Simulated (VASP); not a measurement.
# PN (I4_122) in VASP: notebook

PN is run at these levels: PBE; tasks: single point.

Everything below comes from runs of VASP 6.6.1. Logs are shortened: lines on timing, memory, paths and dates and some standing lists are left out, and cuts for length are marked.

## 1. The cell of the first run

Symmetry: I4_122, No. 98, tetragonal system. The conventional cell has a = 6.340 Å, b = 6.340 Å, c = 3.740 Å, α = 90.00°, β = 90.00°, γ = 90.00°. P (site symmetry 2) has 2 N at 1.66 Å and 2 P at 1.66 Å within 2.2 Å. Within 2.2 Å of N (site symmetry 2) lie 2 N at 1.61 to 2.13 Å and 2 P at 1.66 Å.

The cell was built from a structure type or drawn by symmetry, and may not be a known phase.

## 2. Single point, PBE

INCAR

```
SYSTEM = PN
  ALGO = Normal
  EDIFF = 1E-6
  ENCUT = 520
  GGA = PE
  ISIF = 2
  ISMEAR = 0
  LASPH = .True.
  LCHARG = .False.
  LREAL = .False.
  LWAVE = .False.
  NBANDS = 30
  NELM = 80
  PREC = Accurate
  SIGMA = 0.1
```

KPOINTS

```
k-points
0
Gamma
  6 6 6
  0 0 0
```

POSCAR

```
PN
1.0
   -3.1698524200      3.1698524200      1.8700809400
    3.1698524200     -3.1698524200      1.8700809400
    3.1698524200      3.1698524200     -1.8700809400
P N
4 4
Direct
    0.6415729900      0.6415729900      0.2831459900
    0.3584270100      0.3584270100      0.7168540100
    0.3915729900      0.6084270100      0.5000000000
    0.1084270100      0.8915729900      0.5000000000
    0.7841337900      0.7841337900      0.0000000000
    0.5341337900      0.0341337900      0.5000000000
    0.2158662100      0.2158662100      0.0000000000
    0.9658662100      0.4658662100      0.5000000000
```

Potentials or basis: VASP PAW PBE potentials, release 64 (P, N).

The run is started by

```
$ cat potpaw_PBE.64/P/POTCAR potpaw_PBE.64/N/POTCAR > POTCAR
$ mpirun -np 1 vasp_std > vasp.out
```

OUTCAR:

```text
SYSTEM = PN
   EDIFF = 1E-6
   ENCUT = 520
   GGA = PE
   ISIF = 2
   ISMEAR = 0
   LASPH = .True.
   LREAL = .False.
   NELM = 80
   PREC = Accurate

 ion  position               nearest neighbor table
   1  0.642  0.642  0.283-   7 1.66   5 1.66   3 1.66   4 1.66   2 2.54   2 2.70   2 2.70
   2  0.358  0.358  0.717-   5 1.66   7 1.66   3 1.66   4 1.66   1 2.54   1 2.70   1 2.70
   3  0.392  0.608  0.500-   6 1.66   8 1.66   1 1.66   2 1.66   4 2.54   4 2.70   4 2.70
   4  0.108  0.892  0.500-   6 1.66   8 1.66   1 1.66   2 1.66   3 2.54   3 2.70   3 2.70
   5  0.784  0.784  0.000-   7 1.61   2 1.66   1 1.66
   6  0.534  0.034  0.500-   8 1.61   4 1.66   3 1.66
   7  0.216  0.216  0.000-   5 1.61   1 1.66   2 1.66
   8  0.966  0.466  0.500-   6 1.61   4 1.66   3 1.66

  LATTYP: Found a body centered tetragonal cell.
 ALAT       =     6.3397048400
 C/A-ratio  =     0.5899583615

  Lattice vectors:

 A1 = (  -3.1698524200,   3.1698524200,   1.8700809400)
 A2 = (   3.1698524200,  -3.1698524200,   1.8700809400)
 A3 = (   3.1698524200,   3.1698524200,  -1.8700809400)

Analysis of symmetry for initial positions (statically):
=====================================================================
 Subroutine PRICEL returns:
 Original cell was already a primitive cell.

 Routine SETGRP: Setting up the symmetry group for a
 body centered tetragonal supercell.

 Subroutine GETGRP returns: Found  8 space group operations
 (whereof  4 operations were pure point group operations)
 out of a pool of 16 trial point group operations.

The static configuration has the point symmetry D_2 .
 The point group associated with its full space group is D_4 .

Analysis of symmetry for dynamics (positions and initial velocities):
=====================================================================
 Subroutine PRICEL returns:
 Original cell was already a primitive cell.

 Routine SETGRP: Setting up the symmetry group for a
 body centered tetragonal supercell.

 Subroutine GETGRP returns: Found  8 space group operations
 (whereof  4 operations were pure point group operations)
 out of a pool of 16 trial point group operations.

The dynamic configuration has the point symmetry D_2 .
 The point group associated with its full space group is D_4 .

 Subroutine INISYM returns: Found  8 space group operations
 (whereof  4 operations are pure point group operations),
 and found     1 'primitive' translations

----------------------------------------------------------------------------------------

[... 111 lines left out ...]
   ISYM   =      2    0-nonsym 1-usesym 2-fastsym
   POTIM  = 0.5000    time-step for ionic-motion
   TEBEG  =    0.0;   TEEND  =   0.0 temperature during run
   PSTRESS=    0.0 pullay stress
   NELECT =      40.0000    total number of electrons
   NUPDOWN=      -1.0000    fix difference up-down
   EMIN   =  10.00;   EMAX   =-10.00  energy-range for DOS
   EFERMI =   0.00;   METHOD = LEGACY
   ISMEAR =     0;   SIGMA  =   0.10  broadening in eV -4-tet -1-fermi 0-gaus
   EFERMI_NEDOS =   21; number of points for ismear=-14 and -15
   IALGO  =     38    algorithm
   IMIX   =      4    mixing-type and parameters
     AMIX     =   0.40;   BMIX     =  1.00
     AMIX_MAG =   1.60;   BMIX_MAG =  1.00
  volume/ion in A,a.u.               =       9.40        63.40
  Fermi-wavevector in a.u.,A,eV,Ry     =   1.326667  2.507038 23.946879  1.760046
  Thomas-Fermi vector in A             =   2.456037
   LORBIT       =      0    0 simple, 1 ext, 2 COOP (PROOUT), +10 PAW based schemes
   GGA     = PE    functional components
   LHFCALC =     F    Hartree Fock is set to
   AEXX    =    0.0000 exact exchange contribution
   IVDW    =     0    specifies the selected vdW correction
   LEPSILON=     F    determine dielectric tensor
   LRPA    =     F    only Hartree local field effects (RPA)
 non-spin polarized calculation
 Gauss-broadening in eV      SIGMA  =   0.10
  energy-cutoff  :      520.00
  volume of cell :       75.16
 maximum number of plane-waves:      2042
   NGX = 19   NGY = 19   NGZ = 19

 number of electron      40.0000008 magnetization

 Free energy of the ion-electron system (eV)
  ---------------------------------------------------
  ext. energy  EPLUGINS =         0.00000000
  ---------------------------------------------------
  free energy    TOTEN  =       -29.27088032 eV

  energy without entropy =      -29.25747385  energy(sigma->0) =      -29.26417708

 E-fermi :  10.2162     XC(G=0): -11.3841

 val. band max:       10.2128295704   @ k =  -0.3333   0.3333   0.0000
 cond. band min:      10.2347685441   @ k =   0.3333   0.3333  -0.0000
 fundamental gap:      0.0219389738
 Fermi energy:        10.2162313378

 k-point     1 :       0.0000    0.0000    0.0000
  band No.  band energies     occupation
      1     -13.1358      2.00000
      2     -10.8062      2.00000
      3      -5.4786      2.00000
      4      -4.6752      2.00000
      5      -4.6752      2.00000
      6      -4.6603      2.00000
[... 781 lines left out ...]
     29      17.8862      0.00000
     30      18.0960      0.00000

 [... further k-points ...]

------------------------ aborting loop because EDIFF is reached ----------------------------------------

  FORCE on cell =-STRESS in cart. coord.  units (eV):
  Direction    XX          YY          ZZ          XY          YZ          ZX
  --------------------------------------------------------------------------------------
  -------------------------------------------------------------------------------------
  Total       72.8749216     72.8749216     48.1297469      0.0000000      0.0000000      0.0000000
  in kB     1553.4246840   1553.4246840   1025.9487787      0.0000000      0.0000000      0.0000000
  external PRESSURE =    1377.5993822 kB  Pullay stress =       0.0000000 kB

 VOLUME and BASIS-vectors are now :
 -----------------------------------------------------------------------------
  energy-cutoff  :      520.00
  volume of cell :       75.16
      direct lattice vectors                 reciprocal lattice vectors
    -3.169852420  3.169852420  1.870080940     0.000000000  0.157736050  0.267368107
     3.169852420 -3.169852420  1.870080940     0.157736050  0.000000000  0.267368107
     3.169852420  3.169852420 -1.870080940     0.157736050  0.157736050  0.000000000

 POSITION                                       TOTAL-FORCE (eV/Angst)
 -----------------------------------------------------------------------------------
      0.89753      0.89753      1.87008       -14.516098    -14.516098      0.000000
      2.27232      2.27232      0.00000        14.516098     14.516098     -0.000000
      2.27232      0.89753      0.93504        14.516098    -14.516098     -0.000000
      4.06738     -0.89753      0.93504       -14.516098     14.516098     -0.000000
      0.00000      0.00000      2.93279         0.000000     -0.000000      2.495254
      0.00000      3.16985      0.12767         0.000000     -0.000000      2.495254
      0.00000      0.00000      0.80737         0.000000     -0.000000     -2.495254
      0.00000      3.16985      1.74242         0.000000     -0.000000     -2.495254
 -----------------------------------------------------------------------------------
    total drift:                               -0.000013      0.000013      0.000002

  FREE ENERGIE OF THE ION-ELECTRON SYSTEM (eV)
  ---------------------------------------------------
  free  energy   TOTEN  =       -29.2708803238 eV

  energy  without entropy=      -29.2574738452  energy(sigma->0) =      -29.26417708
```

OSZICAR:

```text
N       E                     dE             d eps       ncg     rms          rms(c)
DAV:   1     0.213257131885E+03    0.21326E+03   -0.20665E+04  1800   0.126E+03
DAV:   2    -0.224827249817E+02   -0.23574E+03   -0.22658E+03  2328   0.275E+02
DAV:   3    -0.349157862672E+02   -0.12433E+02   -0.12231E+02  2256   0.625E+01
DAV:   4    -0.351239795799E+02   -0.20819E+00   -0.20718E+00  2356   0.855E+00
DAV:   5    -0.351274779463E+02   -0.34984E-02   -0.34966E-02  2306   0.104E+00    0.334E+01
DAV:   6    -0.303237895005E+02    0.48037E+01   -0.55783E+00  2136   0.124E+01    0.202E+01
DAV:   7    -0.292766229658E+02    0.10472E+01   -0.42598E+00  2278   0.109E+01    0.340E+00
DAV:   8    -0.292715219138E+02    0.51011E-02   -0.41993E-01  2074   0.389E+00    0.285E+00
DAV:   9    -0.292704789848E+02    0.10429E-02   -0.19837E-02  2388   0.744E-01    0.142E+00
DAV:  10    -0.292704885898E+02   -0.96050E-05   -0.65653E-03  2170   0.452E-01    0.445E-01
DAV:  11    -0.292707654438E+02   -0.27685E-03   -0.90523E-04  2178   0.191E-01    0.692E-02
DAV:  12    -0.292708580285E+02   -0.92585E-04   -0.22937E-04  2268   0.806E-02    0.199E-02
DAV:  13    -0.292708795072E+02   -0.21479E-04   -0.26404E-05  2074   0.293E-02    0.304E-02
DAV:  14    -0.292708803238E+02   -0.81663E-06   -0.41875E-06  2274   0.110E-02
   1 F= -.29270880E+02 E0= -.29264177E+02  d E =-.134065E-01
```

It took 43 s on 1 thread of Intel Xeon 6975P-C (Granite Rapids), shared host; peak memory 0.21 GiB.

Results:

```yaml
Free_energy: -29.2709 eV
Pressure: 137.8 GPa
Largest_force: 20.529 eV/Å
Band_gap_on_the_k_mesh: zero (bands 20 and 21 overlap by 1.28 eV)
```

Forces in eV/Å, atoms in the order of the input:
```
P   -14.516 -14.516   0.000
P    14.516  14.516   0.000
P    14.516 -14.516   0.000
P   -14.516  14.516   0.000
N     0.000   0.000   2.495
N     0.000   0.000   2.495
N     0.000   0.000  -2.495
N     0.000   0.000  -2.495
```

Caveat: the cell stands under pressure; forces of over 1 eV/Å act on the atoms, so gaps and moduli don't describe the material at rest.

## 3. Single point, PBE

This run uses another cell than the first one, of 16.76 Å³/atom.

INCAR

```
ALGO = Normal ; EDIFF = 1E-6
ENCUT = 520 ; GGA = PE
ISIF = 2 ; ISMEAR = 0
LASPH = True ; LCHARG = False
LREAL = False ; LWAVE = False
NBANDS = 30 ; NELM = 100
PREC = Accurate ; SIGMA = 0.1
```

KPOINTS

```
k-points
0
Gamma
  6 6 6
```

POSCAR

```
PN
1.0
   -4.3447154787      4.3447154787      1.7759733497
    4.3447154787     -4.3447154787      1.7759733497
    4.3447154787      4.3447154787     -1.7759733497
P N
4 4
Direct
    0.6127560808      0.6127560808      0.2255121616
    0.3872439192      0.3872439192      0.7744878384
    0.3627560808      0.6372439192      0.5000000000
    0.1372439192      0.8627560808      0.5000000000
    0.8100115654      0.8100115654      0.0000000000
    0.5600115654      0.0600115654      0.5000000000
    0.1899884346      0.1899884346      0.0000000000
    0.9399884346      0.4399884346      0.5000000000
```

Potentials or basis: VASP PAW PBE potentials, release 64 (P, N).

The run is started by

```
$ cat potpaw_PBE.64/P/POTCAR potpaw_PBE.64/N/POTCAR > POTCAR
$ mpirun -np 1 vasp_std > vasp.out
```

OUTCAR:

```text
EDIFF = 1E-6
   ENCUT = 520
   GGA = PE
   ISIF = 2
   ISMEAR = 0
   LASPH = True
   LREAL = False
   NELM = 100
   PREC = Accurate

 ion  position               nearest neighbor table
   1  0.613  0.613  0.226-   7 1.77   5 1.77   3 2.55   4 2.55   2 2.77
   2  0.387  0.387  0.774-   5 1.77   7 1.77   3 2.55   4 2.55   1 2.77
   3  0.363  0.637  0.500-   6 1.77   8 1.77   1 2.55   2 2.55   4 2.77
   4  0.137  0.863  0.500-   6 1.77   8 1.77   2 2.55   1 2.55   3 2.77
   5  0.810  0.810  0.000-   7 1.35   2 1.77   1 1.77
   6  0.560  0.060  0.500-   8 1.35   4 1.77   3 1.77
   7  0.190  0.190  0.000-   5 1.35   1 1.77   2 1.77
   8  0.940  0.440  0.500-   6 1.35   4 1.77   3 1.77

  LATTYP: Found a body centered tetragonal cell.
 ALAT       =     8.6894309574
 C/A-ratio  =     0.4087663182

  Lattice vectors:

 A1 = (  -4.3447154787,   4.3447154787,   1.7759733497)
 A2 = (   4.3447154787,  -4.3447154787,   1.7759733497)
[... 193 lines left out ...]
 cond. band min:       4.5182436320   @ k =  -0.1667  -0.1667   0.1667
 fundamental gap:      0.0405816986
 Fermi energy:         4.5035117189

 k-point     1 :       0.0000    0.0000    0.0000
  band No.  band energies     occupation
      1     -17.7754      2.00000
      2     -17.6657      2.00000
      3      -9.5504      2.00000
      4      -9.0623      2.00000
      5      -8.6114      2.00000
      6      -8.6114      2.00000
[... 781 lines left out ...]
     29       9.7331      0.00000
     30      10.3337      0.00000

 [... further k-points ...]

------------------------ aborting loop because EDIFF is reached ----------------------------------------

  FORCE on cell =-STRESS in cart. coord.  units (eV):
  Direction    XX          YY          ZZ          XY          YZ          ZX
  --------------------------------------------------------------------------------------
  -------------------------------------------------------------------------------------
  Total       -0.2010204     -0.2010204     -0.4405707      0.0000000      0.0000000      0.0000000
  in kB       -2.4017710     -2.4017710     -5.2638938      0.0000000      0.0000000      0.0000000
  external PRESSURE =      -3.3558120 kB  Pullay stress =       0.0000000 kB

 VOLUME and BASIS-vectors are now :
 -----------------------------------------------------------------------------
  energy-cutoff  :      520.00
  volume of cell :      134.10
      direct lattice vectors                 reciprocal lattice vectors
    -4.344715479  4.344715479  1.775973350     0.000000000  0.115082334  0.281535756
     4.344715479 -4.344715479  1.775973350     0.115082334  0.000000000  0.281535756
     4.344715479  4.344715479 -1.775973350     0.115082334  0.115082334  0.000000000

 POSITION                                       TOTAL-FORCE (eV/Angst)
 -----------------------------------------------------------------------------------
      0.97979      0.97979      1.77597        -0.126643     -0.126643      0.000000
      3.36493      3.36493      0.00000         0.126643      0.126643      0.000000
      3.36493      0.97979      0.88799         0.126643     -0.126643      0.000000
      5.32450     -0.97979      0.88799        -0.126643      0.126643      0.000000
      0.00000      0.00000      2.87712        -0.000000     -0.000000     -0.128748
      0.00000      4.34472      0.21316        -0.000000      0.000000     -0.128748
      0.00000      0.00000      0.67483        -0.000000     -0.000000      0.128748
      0.00000      4.34472      1.56282        -0.000000      0.000000      0.128748
 -----------------------------------------------------------------------------------
    total drift:                               -0.000000      0.000000      0.000000

  FREE ENERGIE OF THE ION-ELECTRON SYSTEM (eV)
  ---------------------------------------------------
  free  energy   TOTEN  =       -49.8197477430 eV

  energy  without entropy=      -49.8099078180  energy(sigma->0) =      -49.81482778
```

stdout:

```text
POSCAR found type information on POSCAR P N
 POSCAR found :  2 types and       8 ions
 scaLAPACK will be used
 LDA part: xc-table for (Slater+PW92), standard interpolation
 POSCAR, INCAR and KPOINTS ok, starting setup
 FFT: planning ... GRIDC
 FFT: planning ... GRID_SOFT
 FFT: planning ... GRID
 WAVECAR not read
 entering main loop
```

Wall time 1.8 min (1 thread of Intel Xeon 6975P-C (Granite Rapids), shared host); peak memory 0.34 GiB.

What came out:

```yaml
Free_energy: -49.8197 eV
Pressure: -0.3 GPa
Largest_force: 0.179 eV/Å
Band_gap_on_the_k_mesh: zero (bands 20 and 21 overlap by 1.26 eV)
```

Forces in eV/Å, atoms in the order of the input:
```
P   -0.127 -0.127  0.000
P    0.127  0.127  0.000
P    0.127 -0.127  0.000
P   -0.127  0.127  0.000
N    0.000  0.000 -0.129
N    0.000  0.000 -0.129
N    0.000  0.000  0.129
N    0.000  0.000  0.129
```

Stress tensor (GPa, compression positive):
```
-0.24  0.00  0.00
 0.00 -0.24  0.00
 0.00  0.00 -0.53
```

Levels at points of the mesh, in eV from the Fermi level:
```csv
k point,band 18,band 19,band 20,band 21,band 22,band 23
"(0.00, 0.00, 0.00)",-0.30,-0.30,1.08,1.16,1.16,1.46
"(0.50, 0.00, 0.00)",-3.24,-1.63,-0.64,-0.13,0.51,2.91
"(0.50, 0.50, 0.00)",-0.46,-0.25,-0.03,1.06,1.61,1.83
"(0.50, 0.50, 0.50)",-0.28,-0.23,-0.23,-0.17,1.60,1.69
```
